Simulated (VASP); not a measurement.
# WC (P-6m2) in VASP: notebook, part 3 of 3

VASP 6.6.1. The steps go on from the part before.

### Step 4. Single point, r2SCAN

This run uses another cell than the first one, of 10.41 Å³/atom.

The input, POSCAR:

```
WC
1.0
    2.9120972980      0.0000000000      0.0000000000
   -1.4560486490      2.5219502384      0.0000000000
    0.0000000000      0.0000000000      2.8361125444
W C
1 1
Direct
    0.0000000000      0.0000000000      0.0000000000
    0.6666666667      0.3333333333      0.5000000000
```

The input, INCAR.step1:

```
SYSTEM = WC
PREC     = Accurate       ! precision mode
ENCUT    = 910            ! plane-wave cutoff, eV
ISMEAR   = 0              ! smearing method
SIGMA    = 0.1            ! smearing width, eV
LREAL    = .False.        ! projectors in reciprocal space
LASPH    = .True.         ! aspherical terms in the spheres
NELM     = 120            ! most SCF steps
NBANDS   = 16             ! bands
GGA      = PE             ! functional
ALGO     = Normal         ! electronic algorithm
EDIFF    = 1E-5           ! SCF threshold, eV
LWAVE    = .True.         ! write WAVECAR
LCHARG   = .False.        ! write CHGCAR
GGA_COMPAT= .False.
```

The input, INCAR.step2:

```
SYSTEM = WC
PREC     = Accurate       ! precision mode
ENCUT    = 910            ! plane-wave cutoff, eV
EDIFF    = 1E-6           ! SCF threshold, eV
ISMEAR   = 0              ! smearing method
SIGMA    = 0.1            ! smearing width, eV
LREAL    = .False.        ! projectors in reciprocal space
LASPH    = .True.         ! aspherical terms in the spheres
NELM     = 120            ! most SCF steps
ALGO     = Normal         ! electronic algorithm
ISIF     = 2              ! what is computed and relaxed
LWAVE    = .False.        ! write WAVECAR
LCHARG   = .True.         ! write CHGCAR
METAGGA  = R2SCAN         ! meta-GGA
LMIXTAU  = .True.       
LELF     = .True.         ! ELF
LVHAR    = .True.       
NBANDS   = 16             ! bands
ISTART   = 1            
GGA_COMPAT= .False.
```

The input, KPOINTS:

```
regular mesh
0
Gamma
  18 18 14
  0 0 0
```

Potentials or basis: VASP PAW PBE potentials, release 64 (W_sv, C_h).

Started as:

```bash
$ cat potpaw_PBE.64/W_sv/POTCAR potpaw_PBE.64/C_h/POTCAR > POTCAR
$ cp INCAR.step1 INCAR
$ mpirun -np 1 vasp_std > vasp.out
$ cp INCAR.step2 INCAR
$ mpirun -np 1 vasp_std > vasp.out
```

OUTCAR:

```text
SYSTEM = WC
   PREC = Accurate
   ENCUT = 910
   EDIFF = 1E-6
   ISMEAR = 0
   LREAL = .False.
   LASPH = .True.
   NELM = 120
   ISIF = 2
   METAGGA = R2SCAN
   ISTART = 1

 ion  position               nearest neighbor table
   1  0.000  0.000  0.000-   2 2.20   2 2.20   2 2.20   2 2.20   2 2.20   2 2.20
   2  0.667  0.333  0.500-   1 2.20   1 2.20   1 2.20   1 2.20   1 2.20   1 2.20

  LATTYP: Found a hexagonal cell.
 ALAT       =     2.9120972980
 C/A-ratio  =     0.9739072064

  Lattice vectors:

[... 644 lines left out ...]
------------------------ aborting loop because EDIFF is reached ----------------------------------------

  FORCE on cell =-STRESS in cart. coord.  units (eV):
  Direction    XX          YY          ZZ          XY          YZ          ZX
  --------------------------------------------------------------------------------------
  -------------------------------------------------------------------------------------
  Total        0.2268000      0.2268000      0.2672507      0.0000000      0.0000000      0.0000000
  in kB       17.4456768     17.4456768     20.5571788      0.0000000      0.0000000      0.0000000
  external PRESSURE =      18.4828441 kB  Pullay stress =       0.0000000 kB

 VOLUME and BASIS-vectors are now :
 -----------------------------------------------------------------------------
  energy-cutoff  :      910.00
  volume of cell :       20.83
      direct lattice vectors                 reciprocal lattice vectors
     2.912097298  0.000000000  0.000000000     0.343395120  0.198259265  0.000000000
    -1.456048649  2.521950238  0.000000000     0.000000000  0.396518529  0.000000000
     0.000000000  0.000000000  2.836112544     0.000000000  0.000000000  0.352595316

 POSITION                                       TOTAL-FORCE (eV/Angst)
 -----------------------------------------------------------------------------------
      0.00000      0.00000      0.00000         0.000000      0.000000      0.000000
      1.45605      0.84065      1.41806        -0.000000      0.000000      0.000000
 -----------------------------------------------------------------------------------
    total drift:                               -0.000000      0.000000      0.000000

  FREE ENERGIE OF THE ION-ELECTRON SYSTEM (eV)
  ---------------------------------------------------
  free  energy   TOTEN  =       -61.6237526765 eV

  energy  without entropy=      -61.6223336788  energy(sigma->0) =      -61.62304318
```

OSZICAR.step1:

```text
N       E                     dE             d eps       ncg     rms          rms(c)
DAV:   1     0.148303779810E+03    0.14830E+03   -0.12992E+04  9472   0.186E+03
DAV:   2    -0.200423975014E+02   -0.16835E+03   -0.16252E+03 11488   0.433E+02
DAV:   3    -0.254772973839E+02   -0.54349E+01   -0.53923E+01 10456   0.682E+01
DAV:   4    -0.255166391978E+02   -0.39342E-01   -0.39336E-01 12336   0.641E+00
DAV:   5    -0.255168966891E+02   -0.25749E-03   -0.25749E-03 10520   0.522E-01    0.322E+01
DAV:   6    -0.225325994851E+02    0.29843E+01   -0.57168E+00 13480   0.258E+01    0.842E+00
DAV:   7    -0.224790855528E+02    0.53514E-01   -0.43980E-01  9816   0.534E+00    0.611E+00
DAV:   8    -0.224534606471E+02    0.25625E-01   -0.70647E-02 10952   0.246E+00    0.106E+00
DAV:   9    -0.224522170547E+02    0.12436E-02   -0.31085E-03 10224   0.486E-01    0.113E-01
DAV:  10    -0.224521801913E+02    0.36863E-04   -0.36327E-04 11664   0.217E-01    0.403E-02
DAV:  11    -0.224521811794E+02   -0.98804E-06   -0.10548E-05  7744   0.343E-02
   1 F= -.22452181E+02 E0= -.22451502E+02  d E =-.135739E-02
```

Run time: 8.4 min. Hardware: 1 thread of Intel Xeon Platinum 8375C at 2.90GHz (Ice Lake), shared host; peak memory 0.35 GiB.

Results:

```
Free energy            : -61.6238 eV
Pressure               : 1.8 GPa
Band gap on the k mesh : zero (bands 9 and 10 overlap by 1.32 eV)
```

Stress tensor (GPa, compression positive):
```
1.74 0.00 0.00
0.00 1.74 0.00
0.00 0.00 2.06
```

Caveat: the cutoff is under 1.25 times the usual one of these potentials, so pressure, stress and relaxed cells hold a basis-set (Pulay) error; the PAW data sets were made with another functional, which shifts forces and pressure a little; spin-orbit coupling is left out, which moves the levels of the heavy elements.

### Step 5. Relaxation of shape and atoms at fixed volume, r2SCAN (10.73 Å³/atom)

This run uses another cell than the first one, of 10.73 Å³/atom.

The input, POSCAR:

```
WC
1.0
    2.9409318198      0.0000000000      0.0000000000
   -1.4704659099      2.5469216668      0.0000000000
    0.0000000000      0.0000000000      2.8641946930
W C
1 1
Direct
    0.0000000000      0.0000000000      0.0000000000
    0.6666666667      0.3333333333      0.5000000000
```

The input, INCAR.step1:

```
ALGO = Normal ; EDIFF = 1E-4
ENCUT = 600 ; GGA = PE
ISMEAR = 0 ; LASPH = True
LCHARG = False ; LREAL = False
LWAVE = True ; NELM = 100
PREC = Accurate ; SIGMA = 0.1
```

The input, INCAR.step2:

```
ALGO = Normal ; EDIFF = 1E-7
EDIFFG = -0.01 ; ENCUT = 600
IBRION = 2 ; ISIF = 4
ISMEAR = 0 ; ISTART = 1
LASPH = True ; LCHARG = False
LMIXTAU = True ; LREAL = False
LWAVE = False ; METAGGA = R2SCAN
NELM = 100 ; NSW = 50
PREC = Accurate ; SIGMA = 0.1
```

The input, KPOINTS:

```
k-points
0
Gamma
  18 18 14
```

Potentials or basis: VASP PAW PBE potentials, release 64 (W_sv, C).

Started as:

```bash
$ cat potpaw_PBE.64/W_sv/POTCAR potpaw_PBE.64/C/POTCAR > POTCAR
$ cp INCAR.step1 INCAR
$ mpirun -np 1 vasp_std > vasp.out
$ cp INCAR.step2 INCAR
$ mpirun -np 1 vasp_std > vasp.out
```

It took 6.7 min on 1 thread of AMD EPYC 9R45 (Zen 5), shared host; peak memory 0.21 GiB.

Results (log left out):

```
Free energy               : -61.6003 eV
Energy gained by relaxing : 0.1 meV/atom
Ionic steps               : 3
Pressure after relaxing   : -9.6 GPa
Band gap on the k mesh    : zero (bands 9 and 10 overlap by 1.30 eV)
```

Step by step:
```
step  energy change (eV)  largest force (eV/Å)  pressure (GPa)  volume (Å³)
   1              0.0000                0.0000           -9.65        21.45
   2              0.0001                0.0000           -9.44        21.45
   3             -0.0001                0.0000           -9.56        21.45
```

Final structure:
```
W C
1.0
     2.94297    0.00000    0.00000
    -1.47149    2.54869    0.00000
     0.00000    0.00000    2.86023
W C
1 1
Direct
  0.00000 0.00000 0.00000
  0.66667 0.33333 0.50000
```

Levels at points of the mesh, in eV from the Fermi level:
```tsv
k point	band 7	band 8	band 9	band 10	band 11	band 12
(0.00, 0.00, 0.00)	-3.35	-3.35	0.15	3.28	3.28	5.81
(0.50, 0.00, 0.00)	-3.55	-3.52	-0.50	2.42	4.53	4.86
(0.00, 0.00, 0.50)	-2.03	-2.03	-0.52	-0.52	3.77	4.75
(0.50, 0.00, 0.50)	-4.32	-4.26	0.19	4.39	5.27	6.68
```

Caveat: the PAW data sets were made with another functional, which shifts forces and pressure a little; spin-orbit coupling is left out, which moves the levels of the heavy elements.

### Step 6. Relaxation of shape and atoms at fixed volume, r2SCAN (9.48 Å³/atom)

This run uses another cell than the first one, of 9.48 Å³/atom.

The input, POSCAR:

```
WC
1.0
    2.8172274738      0.0000000000      0.0000000000
   -1.4086137369      2.4397905605      0.0000000000
    0.0000000000      0.0000000000      2.7576096228
W C
1 1
Direct
    0.0000000000      0.0000000000      0.0000000000
    0.6666666667      0.3333333333      0.5000000000
```

The input, INCAR.step1:

```
  PREC = Accurate
  ENCUT = 660
  ISMEAR = 0
  SIGMA = 0.1
  LREAL = False
  LASPH = True
  NELM = 120
  GGA = PE
  ALGO = Normal
  EDIFF = 1E-5
  LWAVE = True
  LCHARG = False
  GGA_COMPAT = False
  IBRION = 2
  ISIF = 3
  EDIFFG = -0.005
  NELMIN = 4
  NSW = 100
```

The input, INCAR.step2:

```
  PREC = Accurate
  ENCUT = 660
  EDIFF = 1E-7
  ISMEAR = 0
  SIGMA = 0.1
  LREAL = False
  LASPH = True
  NELM = 120
  ALGO = Normal
  ISIF = 4
  LWAVE = False
  LCHARG = False
  METAGGA = R2SCAN
  LMIXTAU = True
  IBRION = 2
  NSW = 50
  EDIFFG = -0.01
  ISTART = 1
  GGA_COMPAT = False
  NELMIN = 4
```

The input, KPOINTS:

```
Automatic mesh
0
Gamma
  18 18 14
```

Potentials or basis: VASP PAW PBE potentials, release 64 (W_sv, C).

Started as:

```bash
$ cat potpaw_PBE.64/W_sv/POTCAR potpaw_PBE.64/C/POTCAR > POTCAR
$ cp INCAR.step1 INCAR
$ mpirun -np 1 vasp_std > vasp.out
$ cp INCAR.step2 INCAR
$ mpirun -np 1 vasp_std > vasp.out
```

Wall time 12 min (1 thread of Intel Xeon Platinum 8259CL at 2.50GHz (Skylake/Cascade Lake), shared host); peak memory 0.25 GiB.

The run converged, but its numbers aren't listed here, since they failed a check.

Caveat: the PAW data sets were made with another functional, which shifts forces and pressure a little; spin-orbit coupling is left out, which moves the levels of the heavy elements.

### Step 7. The runs side by side

| task | potentials or basis | cell | k mesh | cutoff (eV) | gap on the mesh (eV) | pressure (GPa) |
| --- | --- | --- | --- | --- | --- | --- |
| single point | VASP PAW PBE potentials, release 64 (W_sv, C) | a = 2.906, b = 2.907, c = 2.837 Å, angles 90.0, 90.0, 120.0°, 2 atoms | 6 × 6 × 6 | 660 | none | 3.4 |
| single point | VASP PAW PBE potentials, release 64 (W_sv, C_h) | a = 2.974, b = 2.974, c = 2.882 Å, angles 90.0, 90.0, 120.0°, 2 atoms | 18 × 18 × 14 | 910 | none | -19.2 |
| single point | VASP PAW PBE potentials, release 64 (W_sv, C_h) | a = 2.912, b = 2.912, c = 2.836 Å, angles 90.0, 90.0, 120.0°, 2 atoms | 18 × 18 × 14 | 910 | none | 1.8 |
| relaxation of shape and atoms at fixed volume | VASP PAW PBE potentials, release 64 (W_sv, C) | relaxed from a = 2.941, b = 2.941, c = 2.864 Å, angles 90.0, 90.0, 120.0°, 2 atoms | 18 × 18 × 14 | 600 | none | -9.6 |

Alike in all rows: level r2SCAN; no spin polarisation; smearing gaussian 0.1 eV.

Caveats: some runs use coarse meshes; the PAW data sets were made with another functional, which shifts forces and pressure a little; spin-orbit coupling is left out, which moves the levels of the heavy elements; the cutoff is under 1.25 times the usual one of these potentials, so pressure, stress and relaxed cells hold a basis-set (Pulay) error (at least some runs); the cell stands under tension (at least some runs).

Total energies depend on the potentials used, so only differences within one code and one set of settings carry meaning.
